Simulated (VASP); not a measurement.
A run of VASP 6.6.1:

INCAR

```
SYSTEM = GaN
ALGO = Normal
EDIFF = 1E-6
EDIFFG = -0.01
ENCUT = 600
GGA = RP
IBRION = 2
ISIF = 3
ISMEAR = -1
IVDW = 12
LASPH = .True.
LCHARG = .False.
LREAL = .False.
LWAVE = .False.
NELM = 60
NSW = 60
PREC = Accurate
SIGMA = 0.05
```

Contents of KPOINTS:

```
k-points
0
Gamma
  11 11 11
  0 0 0
```

Contents of POSCAR:

```
GaN
1.0
    0.0000000000      2.1352350000      2.1352350000
    2.1352350000      0.0000000000      2.1352350000
    2.1352350000      2.1352350000      0.0000000000
Ga N
1 1
Direct
    0.0000000000      0.0000000000      0.0000000000
    0.5000000000      0.5000000000      0.5000000000
```

Potentials or basis: VASP PAW PBE potentials, release 64 (Ga_d, N).

Command:

```console
$ cat potpaw_PBE.64/Ga_d/POTCAR potpaw_PBE.64/N/POTCAR > POTCAR
$ mpirun -np 1 vasp_std > vasp.out
```

Hardware: 1 thread of Intel Xeon 6455B, with other jobs on the host.

Problem. How long does it take, and how much memory?

Solution. Run time: 46 s on 1 thread of Intel Xeon 6455B, with other jobs on the host, peak memory 0.17 GiB. Counts: scf iterations 47, k points 56, ion steps 6.
